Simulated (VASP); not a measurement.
# KCl (Fm-3m) in VASP: further runs

The runs below take KCl through single point, with r2SCAN, PBE, LDA.

Program: VASP 6.6.1. These are calculated values, not measurements. Logs are shortened: lines on timing, memory, paths and dates and some standing lists are left out, and cuts for length are marked.

## 1. The cell of the first run

The structure is cubic, space group Fm-3m (No. 225). Conventional cell: a = 6.290 Å, b = 6.290 Å, c = 6.290 Å, α = 90.00°, β = 90.00°, γ = 90.00°. K (site symmetry m-3m) has 6 Cl at 3.14 Å within 4.1 Å. Within 4.1 Å of Cl (site symmetry m-3m) lie 6 K at 3.14 Å.

## 2. Single point, r2SCAN

Input file POSCAR:

```
KCl
1.0
    0.0000000000      3.1448753854      3.1448753854
    3.1448753854      0.0000000000      3.1448753854
    3.1448753854      3.1448753854      0.0000000000
K Cl
1 1
Direct
    0.0000000000      0.0000000000      0.0000000000
    0.5000000000      0.5000000000      0.5000000000
```

Input file INCAR.step1:

```
PREC = Accurate ; ENCUT = 520
ISMEAR = -1 ; SIGMA = 0.02
LREAL = False ; LASPH = True
NELM = 100 ; NBANDS = 15
GGA = PE ; ALGO = Normal
EDIFF = 1E-4 ; LWAVE = True
LCHARG = False
```

Input file INCAR.step2:

```
PREC = Accurate ; ENCUT = 520
EDIFF = 1E-6 ; ISMEAR = -1
SIGMA = 0.02 ; LREAL = False
LASPH = True ; NELM = 100
ALGO = Normal ; ISIF = 2
LWAVE = False ; LCHARG = False
METAGGA = R2SCAN ; LMIXTAU = True
NBANDS = 15 ; ISTART = 1
```

Input file KPOINTS:

```
Automatic mesh
0
Gamma
  6 6 6
```

Potentials or basis: VASP PAW PBE potentials, release 64 (K_sv, Cl).

Run with:

```console
cat potpaw_PBE.64/K_sv/POTCAR potpaw_PBE.64/Cl/POTCAR > POTCAR
cp INCAR.step1 INCAR
mpirun -np 1 vasp_std > vasp.out
cp INCAR.step2 INCAR
mpirun -np 1 vasp_std > vasp.out
```

OUTCAR:

```text
PREC = Accurate
   ENCUT = 520
   EDIFF = 1E-6
   ISMEAR = -1
   LREAL = False
   LASPH = True
   NELM = 100
   ISIF = 2
   METAGGA = R2SCAN
   ISTART = 1

 ion  position               nearest neighbor table
   1  0.000  0.000  0.000-   2 3.14   2 3.14   2 3.14   2 3.14   2 3.14   2 3.14
   2  0.500  0.500  0.500-   1 3.14   1 3.14   1 3.14   1 3.14   1 3.14   1 3.14

  LATTYP: Found a face centered cubic cell.
 ALAT       =     6.2897507708

  Lattice vectors:

 A1 = (   0.0000000000,   3.1448753854,   3.1448753854)
 A2 = (   3.1448753854,   0.0000000000,   3.1448753854)
 A3 = (   3.1448753854,   3.1448753854,   0.0000000000)

Analysis of symmetry for initial positions (statically):
=====================================================================
 Subroutine PRICEL returns:
 Original cell was already a primitive cell.

 Routine SETGRP: Setting up the symmetry group for a
 face centered cubic supercell.

 Subroutine GETGRP returns: Found 48 space group operations
 (whereof 48 operations were pure point group operations)
 out of a pool of 48 trial point group operations.

The static configuration has the point symmetry O_h .

Analysis of symmetry for dynamics (positions and initial velocities):
=====================================================================
 Subroutine PRICEL returns:
 Original cell was already a primitive cell.

 Routine SETGRP: Setting up the symmetry group for a
 face centered cubic supercell.

 Subroutine GETGRP returns: Found 48 space group operations
 (whereof 48 operations were pure point group operations)
 out of a pool of 48 trial point group operations.

The dynamic configuration has the point symmetry O_h .

 Subroutine INISYM returns: Found 48 space group operations
 (whereof 48 operations are pure point group operations),
 and found     1 'primitive' translations

----------------------------------------------------------------------------------------

                                     Primitive cell

  volume of cell :      62.2072

  direct lattice vectors                    reciprocal lattice vectors
     0.000000000  3.144875385  3.144875385    -0.158988812  0.158988812  0.158988812
     3.144875385  0.000000000  3.144875385     0.158988812 -0.158988812  0.158988812
     3.144875385  3.144875385  0.000000000     0.158988812  0.158988812 -0.158988812

  length of vectors
     4.447525422  4.447525422  4.447525422     0.275376699  0.275376699  0.275376699

  position of ions in fractional coordinates (direct lattice)
     0.000000000  0.000000000  0.000000000
     0.500000000  0.500000000  0.500000000

  ion indices of the primitive-cell ions
   primitive index   ion index
                 1           1
                 2           2

----------------------------------------------------------------------------------------

 KPOINTS: Automatic mesh

Automatic generation of k-mesh.
 Grid dimensions read from file:
 generate k-points for:    6    6    6

 Generating k-lattice:

  Cartesian coordinates                     Fractional coordinates (reciprocal lattice)
    -0.026498135  0.026498135  0.026498135     0.166666667  0.000000000  0.000000000
     0.026498135 -0.026498135  0.026498135     0.000000000  0.166666667  0.000000000
     0.026498135  0.026498135 -0.026498135     0.000000000  0.000000000  0.166666667

  Length of vectors
     0.045896117  0.045896117  0.045896117

  Shift w.r.t. Gamma in fractional coordinates (k-lattice)
     0.000000000  0.000000000  0.000000000

 Subroutine IBZKPT returns following result:
 ===========================================

 Found     16 irreducible k-points:

 Following reciprocal coordinates:
            Coordinates               Weight
  0.000000  0.000000  0.000000      1.000000
  0.166667  0.000000  0.000000      8.000000
  0.333333  0.000000  0.000000      8.000000
  0.500000  0.000000  0.000000      4.000000
  0.166667  0.166667  0.000000      6.000000
  0.333333  0.166667  0.000000     24.000000
[... 8 lines left out ...]
 -0.333333  0.333333  0.166667     24.000000
 -0.333333  0.500000  0.166667     12.000000
   k-points           NKPTS =     16   k-points in BZ     NKDIM =     16   number of bands    NBANDS=     15
   number of dos      NEDOS =    301   number of ions     NIONS =      2
   total plane-waves  NPLWV =  46656
   dimension x,y,z NGX =    36 NGY =   36 NGZ =   36
   dimension x,y,z NGXF=    72 NGYF=   72 NGZF=   72
   ions per type =               1   1
   NGX,Y,Z   is equivalent  to a cutoff of  13.46, 13.46, 13.46 a.u.
   NGXF,Y,Z  is equivalent  to a cutoff of  26.91, 26.91, 26.91 a.u.
 SYSTEM =  unknown system
   PREC   = accura    normal or accurate (medium, high low for compatibility)
   ISTART =      1    job   : 0-new  1-cont  2-samecut
   ICHARG =      0    charge: 1-file 2-atom 10-const
   ISPIN  =      1    spin polarized calculation?
   LNONCOLLINEAR =      F non collinear calculations
   LSORBIT =      F    spin-orbit coupling
   LASPH  =      T    aspherical Exc in radial PAW
   ENCUT  =  520.0 eV  38.22 Ry    6.18 a.u.   8.27  8.27  8.27*2*pi/ulx,y,z
   NELM   =    100;   NELMIN=  2; NELMDL=  0     # of ELM steps
   EDIFF  = 0.1E-05   stopping-criterion for ELM
   LREAL  =      F    real-space projection
   EDIFFG = 0.1E-04   stopping-criterion for IOM
   NSW    =      0    number of steps for IOM
   IBRION =     -1    ionic relax: 0-MD 1-quasi-New 2-CG
   NFREE  =      0    steps in history (QN), initial steepest desc. (CG)
   ISIF   =      2    stress and relaxation
   ISYM   =      2    0-nonsym 1-usesym 2-fastsym
   POTIM  = 0.5000    time-step for ionic-motion
   TEBEG  =    0.0;   TEEND  =   0.0 temperature during run
   PSTRESS=    0.0 pullay stress
   NELECT =      16.0000    total number of electrons
   NUPDOWN=      -1.0000    fix difference up-down
   EMIN   =  10.00;   EMAX   =-10.00  energy-range for DOS
   EFERMI =   0.00;   METHOD = LEGACY
   ISMEAR =    -1;   SIGMA  =   0.02  broadening in eV -4-tet -1-fermi 0-gaus
   EFERMI_NEDOS =   21; number of points for ismear=-14 and -15
   IALGO  =     38    algorithm
   IMIX   =      4    mixing-type and parameters
     AMIX     =   0.40;   BMIX     =  1.00
     AMIX_MAG =   1.60;   BMIX_MAG =  1.00
  volume/ion in A,a.u.               =      31.10       209.90
  Fermi-wavevector in a.u.,A,eV,Ry     =   1.041121  1.967434 14.747815  1.083934
  Thomas-Fermi vector in A             =   2.175728
   LORBIT       =      0    0 simple, 1 ext, 2 COOP (PROOUT), +10 PAW based schemes
   METAGGA = R2SCAN    functional components
   LHFCALC =     F    Hartree Fock is set to
   AEXX    =    0.0000 exact exchange contribution
   IVDW    =     0    specifies the selected vdW correction
   LEPSILON=     F    determine dielectric tensor
   LRPA    =     F    only Hartree local field effects (RPA)
 non-spin polarized calculation
  energy-cutoff  :      520.00
  volume of cell :       62.21
 maximum number of plane-waves:      1694
 NGX is ok and might be reduce to    36
   NGX = 17   NGY = 17   NGZ = 17

 number of electron      16.0000001 magnetization

 Free energy of the ion-electron system (eV)
  ---------------------------------------------------
  ext. energy  EPLUGINS =         0.00000000
  ---------------------------------------------------
  free energy    TOTEN  =       -16.50648776 eV

  energy without entropy =      -16.50648776  energy(sigma->0) =      -16.50648776

 E-fermi :  -1.7714     XC(G=0):  -7.9602

 val. band max:       -2.2581846001   @ k =   0.0000   0.0000   0.0000
 cond. band min:       3.5769070998   @ k =   0.0000   0.0000   0.0000
 fundamental gap:      5.8350916999
 Fermi energy:        -1.7713578065

 k-point     1 :       0.0000    0.0000    0.0000
  band No.  band energies     occupation
      1     -30.5231      2.00000
      2     -14.9300      2.00000
      3     -13.2145      2.00000
      4     -13.2145      2.00000
      5     -13.2145      2.00000
      6      -2.2582      2.00000
      7      -2.2582      2.00000
      8      -2.2582      2.00000
      9       3.5769      0.00000
     10       6.7764      0.00000
     11       6.7764      0.00000
     12       6.7764      0.00000
     13       7.8203      0.00000
     14       7.8203      0.00000
     15      11.1184      0.00000

 k-point     2 :       0.1667    0.0000    0.0000
  band No.  band energies     occupation
      1     -30.5205      2.00000
      2     -14.9740      2.00000
      3     -13.2165      2.00000
      4     -13.2165      2.00000
      5     -13.1557      2.00000
      6      -2.5653      2.00000
      7      -2.3428      2.00000
      8      -2.3428      2.00000
      9       4.2122      0.00000
     10       6.5570      0.00000
     11       7.1361      0.00000
     12       7.1361      0.00000
     13       8.2058      0.00000
     14       8.2058      0.00000
     15      12.1477      0.00000

 k-point     3 :       0.3333    0.0000    0.0000
  band No.  band energies     occupation
      1     -30.5153      2.00000
      2     -15.0545      2.00000
      3     -13.2206      2.00000
      4     -13.2206      2.00000
      5     -13.0448      2.00000
      6      -3.0810      2.00000
      7      -2.5037      2.00000
      8      -2.5037      2.00000
      9       5.4103      0.00000
     10       6.6135      0.00000
     11       8.1173      0.00000
     12       8.1173      0.00000
     13       9.1804      0.00000
     14       9.1804      0.00000
     15      11.5077      0.00000
[... 199 lines left out ...]
 k-point    15 :      -0.3333    0.3333    0.1667
  band No.  band energies     occupation
      1     -30.5103      2.00000
      2     -14.9628      2.00000
      3     -13.2896      2.00000
      4     -13.2720      2.00000
      5     -13.1109      2.00000
      6      -2.9693      2.00000
      7      -2.7009      2.00000
      8      -2.6126      2.00000
      9       6.2543      0.00000
     10       6.5077      0.00000
     11       8.4144      0.00000
     12       8.6086      0.00000
     13       9.7538      0.00000
     14      10.4654      0.00000
     15      10.5365      0.00000

 k-point    16 :      -0.3333    0.5000    0.1667
  band No.  band energies     occupation
      1     -30.5096      2.00000
      2     -14.8936      2.00000
      3     -13.3327      2.00000
      4     -13.2903      2.00000
      5     -13.1662      2.00000
      6      -2.8394      2.00000
      7      -2.6777      2.00000
      8      -2.6213      2.00000
      9       5.5222      0.00000
     10       7.2602      0.00000
     11       7.7184      0.00000
     12       8.8235      0.00000
     13       9.5960      0.00000
     14      10.2763      0.00000
     15      10.8715      0.00000

------------------------ aborting loop because EDIFF is reached ----------------------------------------

  FORCE on cell =-STRESS in cart. coord.  units (eV):
  Direction    XX          YY          ZZ          XY          YZ          ZX
  --------------------------------------------------------------------------------------
  -------------------------------------------------------------------------------------
  Total        0.0009321      0.0009321      0.0009321      0.0000000      0.0000000     -0.0000000
  in kB        0.0240059      0.0240059      0.0240059      0.0000000      0.0000000     -0.0000000
  external PRESSURE =       0.0240059 kB  Pullay stress =       0.0000000 kB

 VOLUME and BASIS-vectors are now :
 -----------------------------------------------------------------------------
  energy-cutoff  :      520.00
  volume of cell :       62.21
      direct lattice vectors                 reciprocal lattice vectors
     0.000000000  3.144875385  3.144875385    -0.158988812  0.158988812  0.158988812
     3.144875385  0.000000000  3.144875385     0.158988812 -0.158988812  0.158988812
     3.144875385  3.144875385  0.000000000     0.158988812  0.158988812 -0.158988812

 POSITION                                       TOTAL-FORCE (eV/Angst)
 -----------------------------------------------------------------------------------
      0.00000      0.00000      0.00000         0.000000     -0.000000      0.000000
      3.14488      3.14488      3.14488        -0.000000      0.000000     -0.000000
 -----------------------------------------------------------------------------------
    total drift:                                0.000000      0.000000      0.000000

  FREE ENERGIE OF THE ION-ELECTRON SYSTEM (eV)
  ---------------------------------------------------
  free  energy   TOTEN  =       -16.5064877617 eV

  energy  without entropy=      -16.5064877617  energy(sigma->0) =      -16.50648776
```

Wall time 58 s (1 thread of Intel Xeon Platinum 8488C (Sapphire Rapids), shared host); peak memory 0.21 GiB.

Results:

```yaml
Free_energy: -16.5065 eV
Pressure: 0.0 GPa
Band_gap_on_the_k_mesh: 5.84 eV
```

Levels at points of the mesh, in eV from the valence-band top:
```
           k point  band 6  band 7  band 8  band 9  band 10  band 11
(0.00, 0.00, 0.00)    0.00    0.00    0.00    5.84     9.03     9.03
(0.50, 0.00, 0.00)   -1.05   -0.32   -0.32    8.14     9.25    11.33
(0.50, 0.50, 0.00)   -0.67   -0.23   -0.23    7.03     9.22    10.70
```

Caveat: the PAW data sets were made with another functional, which shifts forces and pressure a little.

## 3. Single point, PBE

Input file INCAR:

```
PREC = Accurate
ENCUT = 520
EDIFF = 1E-6
ISMEAR = -1
SIGMA = 0.02
LREAL = F
LASPH = T
NELM = 100
ALGO = Normal
ISIF = 2
LWAVE = F
LCHARG = F
GGA = PE
NBANDS = 15
```

Input file KPOINTS:

```
regular mesh
0
Gamma
  8 8 8
```

POSCAR is that of step 2.

Potentials or basis: VASP PAW PBE potentials, release 64 (K_sv, Cl).

Run with:

```console
cat potpaw_PBE.64/K_sv/POTCAR potpaw_PBE.64/Cl/POTCAR > POTCAR
mpirun -np 1 vasp_std > vasp.out
```

It took 25 s on 1 thread of Intel Xeon Platinum 8488C (Sapphire Rapids), shared host; peak memory 0.21 GiB.

Results (log left out):

```yaml
Free_energy: -6.8034 eV
Pressure: 0.8 GPa
Band_gap_on_the_k_mesh: 5.19 eV
```

Levels at points of the mesh, in eV from the valence-band top:
```
           k point  band 5  band 6  band 7  band 8  band 9  band 10  band 11  band 12
(0.00, 0.00, 0.00)  -10.66    0.00    0.00    0.00    5.19     8.38     8.38     8.38
(0.50, 0.00, 0.00)  -10.41   -1.06   -0.33   -0.33    7.60     8.61    10.53    10.53
(0.50, 0.50, 0.00)  -10.71   -0.66   -0.22   -0.22    6.53     8.36    10.08    10.24
```

## 4. Single point, LDA

Input file INCAR:

```
ALGO = Normal ; EDIFF = 1E-6
ENCUT = 520 ; GGA = CA
ISIF = 2 ; ISMEAR = 0
LASPH = True ; LCHARG = True
LELF = True ; LREAL = False
LVHAR = True ; LWAVE = False
NBANDS = 15 ; NELM = 100
PREC = Accurate ; SIGMA = 0.01
```

Input file KPOINTS:

```
k-points
0
Gamma
  8 8 8
```

POSCAR is that of step 3.

Potentials or basis: VASP PAW LDA potentials, release 64 (K_sv, Cl).

Run with:

```console
cat potpaw_LDA.64/K_sv/POTCAR potpaw_LDA.64/Cl/POTCAR > POTCAR
mpirun -np 1 vasp_std > vasp.out
```

Wall time 22 s (1 thread of Intel Xeon Platinum 8488C (Sapphire Rapids), shared host); peak memory 0.18 GiB.

Results (log left out):

| Item | Value |
| --- | --- |
| Free energy | -7.3709 eV |
| Pressure | -1.9 GPa |
| Band gap on the k mesh | 4.75 eV |

Levels at points of the mesh, in eV from the valence-band top:
```csv
k point,band 4,band 5,band 6,band 7,band 8,band 9,band 10,band 11,band 12,band 13
"(0.00, 0.00, 0.00)",-10.53,-10.53,0.00,0.00,0.00,4.75,8.09,8.09,8.09,9.02
"(0.50, 0.00, 0.00)",-10.54,-10.28,-1.13,-0.35,-0.35,7.19,8.26,10.28,10.28,11.12
"(0.50, 0.50, 0.00)",-10.59,-10.59,-0.70,-0.24,-0.24,6.17,7.98,9.66,10.05,10.41
```

A k mesh can miss the band edges.

## 5. Single point, r2SCAN

POSCAR is that of step 4.

Input file INCAR.step1:

```
SYSTEM = KCl
  PREC = Accurate
  ENCUT = 520
  ISMEAR = 0
  SIGMA = 0.01
  LREAL = .False.
  LASPH = .True.
  NELM = 100
  NBANDS = 15
  GGA = PE
  ALGO = Normal
  EDIFF = 1E-4
  LWAVE = .True.
  LCHARG = .False.
```

Input file INCAR.step2:

```
SYSTEM = KCl
  PREC = Accurate
  ENCUT = 520
  EDIFF = 1E-7
  ISMEAR = 0
  SIGMA = 0.01
  LREAL = .False.
  LASPH = .True.
  NELM = 100
  ALGO = Normal
  ISIF = 2
  LWAVE = .False.
  LCHARG = .False.
  METAGGA = R2SCAN
  LMIXTAU = .True.
  NBANDS = 15
  ISTART = 1
```

Input file KPOINTS:

```
Automatic mesh
0
Gamma
  8 8 8
  0 0 0
```

Potentials or basis: VASP PAW PBE potentials, release 64 (K_sv, Cl).

Run with:

```console
cat potpaw_PBE.64/K_sv/POTCAR potpaw_PBE.64/Cl/POTCAR > POTCAR
cp INCAR.step1 INCAR
mpirun -np 1 vasp_std > vasp.out
cp INCAR.step2 INCAR
mpirun -np 1 vasp_std > vasp.out
```

Run time: 1.7 min. Hardware: 1 thread of Intel Xeon Platinum 8488C (Sapphire Rapids), shared host; peak memory 0.22 GiB.

Results (log left out):

| Property | Result |
| --- | --- |
| Free energy | -16.5065 eV |
| Pressure | 0.0 GPa |
| Band gap on the k mesh | 5.84 eV |

Levels at points of the mesh, in eV from the valence-band top:
```csv
k point,band 6,band 7,band 8,band 9,band 10,band 11
"(0.00, 0.00, 0.00)",0.00,0.00,0.00,5.84,9.03,9.03
"(0.50, 0.00, 0.00)",-1.05,-0.32,-0.32,8.14,9.25,11.33
"(0.50, 0.50, 0.00)",-0.67,-0.23,-0.23,7.03,9.22,10.70
```

Caveat: the PAW data sets were made with another functional, which shifts forces and pressure a little. A k mesh can miss the band edges.

## 6. Overview

| level | potentials or basis | k mesh | smearing | gap on the mesh (eV) | pressure (GPa) |
| --- | --- | --- | --- | --- | --- |
| r2SCAN | VASP PAW PBE potentials, release 64 (K_sv, Cl) | 6 × 6 × 6 | fermi-dirac 0.02 eV | 5.84 | 0.0 |
| PBE | VASP PAW PBE potentials, release 64 (K_sv, Cl) | 8 × 8 × 8 | fermi-dirac 0.02 eV | 5.19 | 0.8 |
| LDA | VASP PAW LDA potentials, release 64 (K_sv, Cl) | 8 × 8 × 8 | gaussian 0.01 eV | 4.75 | -1.9 |
| r2SCAN | VASP PAW PBE potentials, release 64 (K_sv, Cl) | 8 × 8 × 8 | gaussian 0.01 eV | 5.84 | 0.0 |

Alike in all rows: task single point; no spin polarisation; cell a = 4.448 Å, angles 60.0°, 2 atoms; cutoff (eV) 520.

Caveats: the PAW data sets were made with another functional, which shifts forces and pressure a little (at least some runs).

Absolute energies hang on the potentials; compare differences alone.
